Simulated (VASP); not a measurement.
# AgCl (Fm-3m) in VASP: single point with PBE0

Aim: the single point of AgCl with PBE0.

Program: VASP 6.6.1. These are calculated values, not measurements. Logs are shortened: lines on timing, memory, paths and dates and some standing lists are left out, and cuts for length are marked.

## Step 1: The cell of the first run

The structure is cubic, space group Fm-3m (No. 225). The conventional cell has a = 5.546 Å, b = 5.546 Å, c = 5.546 Å, α = 90.00°, β = 90.00°, γ = 90.00°. Ag (site symmetry m-3m) has 6 Cl at 2.77 Å within 3.7 Å. Within 3.7 Å of Cl (site symmetry m-3m) lie 6 Ag at 2.77 Å.

## Step 2: Single point, PBE0

Contents of POSCAR:

```
AgCl
1.0
    0.0000000000      2.7731930222      2.7731930222
    2.7731930222      0.0000000000      2.7731930222
    2.7731930222      2.7731930222      0.0000000000
Ag Cl
1 1
Direct
    0.0000000000      0.0000000000      0.0000000000
    0.5000000000      0.5000000000      0.5000000000
```

Contents of INCAR.step1:

```
ALGO = Normal ; EDIFF = 1E-5
ENCUT = 520 ; GGA = PE
ISIF = 2 ; ISMEAR = 0
LASPH = True ; LCHARG = False
LREAL = False ; LWAVE = True
NBANDS = 16 ; NELM = 80
PREC = Accurate ; SIGMA = 0.01
```

Contents of INCAR.step2:

```
AEXX = 0.25 ; ALGO = Normal
EDIFF = 1E-6 ; ENCUT = 520
GGA = PE ; ISIF = 2
ISMEAR = 0 ; ISTART = 1
LASPH = True ; LCHARG = False
LHFCALC = True ; LREAL = False
LWAVE = False ; NBANDS = 16
NELM = 80 ; PREC = Accurate
PRECFOCK = Normal ; SIGMA = 0.01
```

Contents of KPOINTS:

```
k-points
0
Gamma
  6 6 6
```

Potentials or basis: VASP PAW PBE potentials, release 64 (Ag, Cl).

Launch:

```
$ cat potpaw_PBE.64/Ag/POTCAR potpaw_PBE.64/Cl/POTCAR > POTCAR
$ cp INCAR.step1 INCAR
$ mpirun -np 1 vasp_std > vasp.out
$ cp INCAR.step2 INCAR
$ mpirun -np 1 vasp_std > vasp.out
```

OUTCAR:

```text
AEXX = 0.25
   EDIFF = 1E-6
   ENCUT = 520
   GGA = PE
   ISIF = 2
   ISMEAR = 0
   ISTART = 1
   LASPH = True
   LHFCALC = True
   LREAL = False
   NELM = 80
   PREC = Accurate
   PRECFOCK = Normal

 ion  position               nearest neighbor table
   1  0.000  0.000  0.000-   2 2.77   2 2.77   2 2.77   2 2.77   2 2.77   2 2.77
   2  0.500  0.500  0.500-   1 2.77   1 2.77   1 2.77   1 2.77   1 2.77   1 2.77

  LATTYP: Found a face centered cubic cell.
 ALAT       =     5.5463860444

  Lattice vectors:

 A1 = (   0.0000000000,   2.7731930222,   2.7731930222)
 A2 = (   2.7731930222,   0.0000000000,   2.7731930222)
 A3 = (   2.7731930222,   2.7731930222,   0.0000000000)

Analysis of symmetry for initial positions (statically):
=====================================================================
 Subroutine PRICEL returns:
 Original cell was already a primitive cell.

 Routine SETGRP: Setting up the symmetry group for a
 face centered cubic supercell.

 Subroutine GETGRP returns: Found 48 space group operations
 (whereof 48 operations were pure point group operations)
 out of a pool of 48 trial point group operations.

The static configuration has the point symmetry O_h .

Analysis of symmetry for dynamics (positions and initial velocities):
=====================================================================
 Subroutine PRICEL returns:
 Original cell was already a primitive cell.

 Routine SETGRP: Setting up the symmetry group for a
 face centered cubic supercell.

 Subroutine GETGRP returns: Found 48 space group operations
 (whereof 48 operations were pure point group operations)
 out of a pool of 48 trial point group operations.

The dynamic configuration has the point symmetry O_h .

 Subroutine INISYM returns: Found 48 space group operations
 (whereof 48 operations are pure point group operations),
 and found     1 'primitive' translations

----------------------------------------------------------------------------------------

                                     Primitive cell

  volume of cell :      42.6550

  direct lattice vectors                    reciprocal lattice vectors
     0.000000000  2.773193022  2.773193022    -0.180297583  0.180297583  0.180297583
     2.773193022  0.000000000  2.773193022     0.180297583 -0.180297583  0.180297583
     2.773193022  2.773193022  0.000000000     0.180297583  0.180297583 -0.180297583

  length of vectors
     3.921887183  3.921887183  3.921887183     0.312284575  0.312284575  0.312284575

  position of ions in fractional coordinates (direct lattice)
     0.000000000  0.000000000  0.000000000
     0.500000000  0.500000000  0.500000000

  ion indices of the primitive-cell ions
   primitive index   ion index
                 1           1
                 2           2

----------------------------------------------------------------------------------------

 KPOINTS: k-points

Automatic generation of k-mesh.
 Grid dimensions read from file:
 generate k-points for:    6    6    6

 Generating k-lattice:

  Cartesian coordinates                     Fractional coordinates (reciprocal lattice)
    -0.030049597  0.030049597  0.030049597     0.166666667  0.000000000  0.000000000
     0.030049597 -0.030049597  0.030049597     0.000000000  0.166666667  0.000000000
     0.030049597  0.030049597 -0.030049597     0.000000000  0.000000000  0.166666667

  Length of vectors
     0.052047429  0.052047429  0.052047429

  Shift w.r.t. Gamma in fractional coordinates (k-lattice)
     0.000000000  0.000000000  0.000000000

 Subroutine IBZKPT returns following result:
 ===========================================

 Found     16 irreducible k-points:

 Following reciprocal coordinates:
            Coordinates               Weight
  0.000000  0.000000  0.000000      1.000000
  0.166667  0.000000  0.000000      8.000000
  0.333333  0.000000  0.000000      8.000000
  0.500000  0.000000  0.000000      4.000000
  0.166667  0.166667  0.000000      6.000000
  0.333333  0.166667  0.000000     24.000000
[... 8 lines left out ...]
 -0.333333  0.333333  0.166667     24.000000
 -0.333333  0.500000  0.166667     12.000000
   k-points           NKPTS =     16   k-points in BZ     NKDIM =    216   number of bands    NBANDS=     16
   number of dos      NEDOS =    301   number of ions     NIONS =      2
   total plane-waves  NPLWV =  27000
   dimension x,y,z NGX =    30 NGY =   30 NGZ =   30
   dimension x,y,z NGXF=    60 NGYF=   60 NGZF=   60
   ions per type =               1   1
   NGX,Y,Z   is equivalent  to a cutoff of  12.72, 12.72, 12.72 a.u.
   NGXF,Y,Z  is equivalent  to a cutoff of  25.43, 25.43, 25.43 a.u.
 SYSTEM =  unknown system
   PREC   = accura    normal or accurate (medium, high low for compatibility)
   ISTART =      1    job   : 0-new  1-cont  2-samecut
   ICHARG =      0    charge: 1-file 2-atom 10-const
   ISPIN  =      1    spin polarized calculation?
   LNONCOLLINEAR =      F non collinear calculations
   LSORBIT =      F    spin-orbit coupling
   LASPH  =      T    aspherical Exc in radial PAW
   ENCUT  =  520.0 eV  38.22 Ry    6.18 a.u.   7.29  7.29  7.29*2*pi/ulx,y,z
   NELM   =     80;   NELMIN=  2; NELMDL=  0     # of ELM steps
   EDIFF  = 0.1E-05   stopping-criterion for ELM
   LREAL  =      F    real-space projection
   EDIFFG = 0.1E-04   stopping-criterion for IOM
   NSW    =      0    number of steps for IOM
   IBRION =     -1    ionic relax: 0-MD 1-quasi-New 2-CG
   NFREE  =      0    steps in history (QN), initial steepest desc. (CG)
   ISIF   =      2    stress and relaxation
   ISYM   =      3    0-nonsym 1-usesym 2-fastsym
   POTIM  = 0.5000    time-step for ionic-motion
   TEBEG  =    0.0;   TEEND  =   0.0 temperature during run
   PSTRESS=    0.0 pullay stress
   NELECT =      18.0000    total number of electrons
   NUPDOWN=      -1.0000    fix difference up-down
   EMIN   =  10.00;   EMAX   =-10.00  energy-range for DOS
   EFERMI =   0.00;   METHOD = LEGACY
   ISMEAR =     0;   SIGMA  =   0.01  broadening in eV -4-tet -1-fermi 0-gaus
   EFERMI_NEDOS =   21; number of points for ismear=-14 and -15
   IALGO  =     38    algorithm
   IMIX   =      1    mixing-type and parameters
     AMIX     =   0.40;   BMIX     =  1.00
     AMIX_MAG =   1.60;   BMIX_MAG =  1.00
  volume/ion in A,a.u.               =      21.33       143.93
  Fermi-wavevector in a.u.,A,eV,Ry     =   1.227936  2.320462 20.515214  1.507826
  Thomas-Fermi vector in A             =   2.362880
   LORBIT       =      0    0 simple, 1 ext, 2 COOP (PROOUT), +10 PAW based schemes
   GGA     = PE    functional components
   LHFCALC =     T    Hartree Fock is set to
   PRECFOCK=normal    Normal, Fast or Accurate (Low or Medium for compatibility)
   ENCUT4O =  -1.0   cutoff for four orbital integrals eV
   NKREDX  =     1    reduce k-point grid by
   NKREDY  =     1    reduce k-point grid by
   NKREDZ  =     1    reduce k-point grid by
   AEXX    =    0.2500 exact exchange contribution
   HFSCREEN=    0.0000 screening length (either q_TF or 0.3 A-1)
   HFSCREENC=   0.0000 screening length for correlation (either q_TF or 0.3 A-1)
   ENCUTFOCK=  -1.0 apply spherical cutoff to Coloumb kernel
   IVDW    =     0    specifies the selected vdW correction
   LEPSILON=     F    determine dielectric tensor
   LRPA    =     F    only Hartree local field effects (RPA)
 non-spin polarized calculation
 Gauss-broadening in eV      SIGMA  =   0.01
  energy-cutoff  :      520.00
  volume of cell :       42.66
 maximum number of plane-waves:      1167
 NGX is ok and might be reduce to    30
  NGX = 24; NGY = 24; NGZ = 24

 number of electron      18.0000005 magnetization

 Free energy of the ion-electron system (eV)
  ---------------------------------------------------
  ext. energy  EPLUGINS =         0.00000000
  ---------------------------------------------------
  free energy    TOTEN  =        -7.19915578 eV

  energy without entropy =       -7.19915578  energy(sigma->0) =       -7.19915578

 E-fermi :   2.4462     XC(G=0):  -7.8340

 val. band max:        2.3990750808   @ k =   0.5000   0.0000   0.0000
 cond. band min:       5.4952154467   @ k =   0.0000   0.0000   0.0000
 fundamental gap:      3.0961403659
 Fermi energy:         2.4462450476

 k-point     1 :       0.0000    0.0000    0.0000
  band No.  band energies     occupation
      1     -13.9248      2.00000
      2      -0.4767      2.00000
      3      -0.4767      2.00000
      4      -0.4767      2.00000
      5      -0.4747      2.00000
      6      -0.4747      2.00000
[... 8 lines left out ...]
     15      18.4929      0.00000
     16      18.4929      0.00000

 k-point     2 :       0.1667    0.0000    0.0000
  band No.  band energies     occupation
      1     -13.8131      2.00000
      2      -1.2292      2.00000
      3      -1.2292      2.00000
      4      -1.2234      2.00000
      5      -0.3876      2.00000
      6      -0.3876      2.00000
[... 8 lines left out ...]
     15      16.8901      0.00000
     16      17.5643      0.00000

 k-point     3 :       0.3333    0.0000    0.0000
  band No.  band energies     occupation
      1     -13.5752      2.00000
      2      -2.5042      2.00000
      3      -1.8997      2.00000
      4      -1.8997      2.00000
      5      -0.2034      2.00000
      6      -0.2034      2.00000
[... 8 lines left out ...]
     15      17.7683      0.00000
     16      17.7683      0.00000

 k-point     4 :       0.5000    0.0000    0.0000
  band No.  band energies     occupation
      1     -13.4480      2.00000
      2      -3.0405      2.00000
      3      -2.1376      2.00000
      4      -2.1376      2.00000
      5      -0.1080      2.00000
      6      -0.1080      2.00000
[... 8 lines left out ...]
     15      18.7494      0.00000
     16      18.7494      0.00000

 k-point     5 :       0.1667    0.1667    0.0000
  band No.  band energies     occupation
      1     -13.7832      2.00000
      2      -1.8569      2.00000
      3      -0.7463      2.00000
      4      -0.7463      2.00000
      5      -0.5573      2.00000
      6      -0.4284      2.00000
[... 8 lines left out ...]
     15      19.0741      0.00000
     16      19.6149      0.00000

 k-point     6 :       0.3333    0.1667    0.0000
  band No.  band energies     occupation
      1     -13.6029      2.00000
      2      -2.3928      2.00000
      3      -1.4863      2.00000
      4      -1.4057      2.00000
      5      -0.4151      2.00000
      6      -0.1817      2.00000
[... 8 lines left out ...]
     15      18.9813      0.00000
     16      19.5994      0.00000
[... 115 lines left out ...]
 k-point    13 :       0.5000    0.5000    0.0000
  band No.  band energies     occupation
      1     -13.4325      2.00000
      2      -2.0232      2.00000
      3      -0.7960      2.00000
      4      -0.6523      2.00000
      5      -0.6523      2.00000
      6      -0.2869      2.00000
[... 8 lines left out ...]
     15      20.2577      0.00000
     16      20.2577      0.00000

 k-point    14 :       0.5000    0.3333    0.1667
  band No.  band energies     occupation
      1     -13.4742      2.00000
      2      -2.4688      2.00000
      3      -1.8738      2.00000
      4      -1.4350      2.00000
      5      -0.2542      2.00000
      6      -0.1121      2.00000
[... 8 lines left out ...]
     15      19.5585      0.00000
     16      21.1117      0.00000

 k-point    15 :      -0.3333    0.3333    0.1667
  band No.  band energies     occupation
      1     -13.4083      2.00000
      2      -2.3479      2.00000
      3      -1.8882      2.00000
      4      -1.8769      2.00000
      5      -0.1772      2.00000
      6      -0.0869      2.00000
[... 8 lines left out ...]
     15      18.5863      0.00000
     16      20.3070      0.00000

 k-point    16 :      -0.3333    0.5000    0.1667
  band No.  band energies     occupation
      1     -13.4044      2.00000
      2      -1.9136      2.00000
      3      -1.8636      2.00000
      4      -1.4786      2.00000
      5      -0.0544      2.00000
      6      -0.0151      2.00000
[... 8 lines left out ...]
     15      19.3337      0.00000
     16      20.2286      0.00000

------------------------ aborting loop because EDIFF is reached ----------------------------------------

  FORCE on cell =-STRESS in cart. coord.  units (eV):
  Direction    XX          YY          ZZ          XY          YZ          ZX
  --------------------------------------------------------------------------------------
  -------------------------------------------------------------------------------------
  Total        0.2692709      0.2692709      0.2692709      0.0000000      0.0000000     -0.0000000
  in kB       10.1141594     10.1141594     10.1141594      0.0000000      0.0000000     -0.0000000
  external PRESSURE =      10.1141594 kB  Pullay stress =       0.0000000 kB

 VOLUME and BASIS-vectors are now :
 -----------------------------------------------------------------------------
  energy-cutoff  :      520.00
  volume of cell :       42.66
      direct lattice vectors                 reciprocal lattice vectors
     0.000000000  2.773193022  2.773193022    -0.180297583  0.180297583  0.180297583
     2.773193022  0.000000000  2.773193022     0.180297583 -0.180297583  0.180297583
     2.773193022  2.773193022  0.000000000     0.180297583  0.180297583 -0.180297583

 POSITION                                       TOTAL-FORCE (eV/Angst)
 -----------------------------------------------------------------------------------
      0.00000      0.00000      0.00000         0.000000     -0.000000      0.000000
      2.77319      2.77319      2.77319         0.000000      0.000000     -0.000000
 -----------------------------------------------------------------------------------
    total drift:                                0.000000     -0.000000      0.000000

  FREE ENERGIE OF THE ION-ELECTRON SYSTEM (eV)
  ---------------------------------------------------
  free  energy   TOTEN  =        -7.1991557775 eV

  energy  without entropy=       -7.1991557775  energy(sigma->0) =       -7.19915578
```

Run time: 32 min. Hardware: 1 thread of Intel Xeon 8259CL, shared host; peak memory 0.19 GiB.

What came out:

```
Free energy            : -7.1992 eV
Pressure               : 1.0 GPa
Band gap on the k mesh : 3.10 eV (least direct gap 5.34 eV)
```

Caveat: the PAW data sets were made with another functional, which shifts forces and pressure a little.
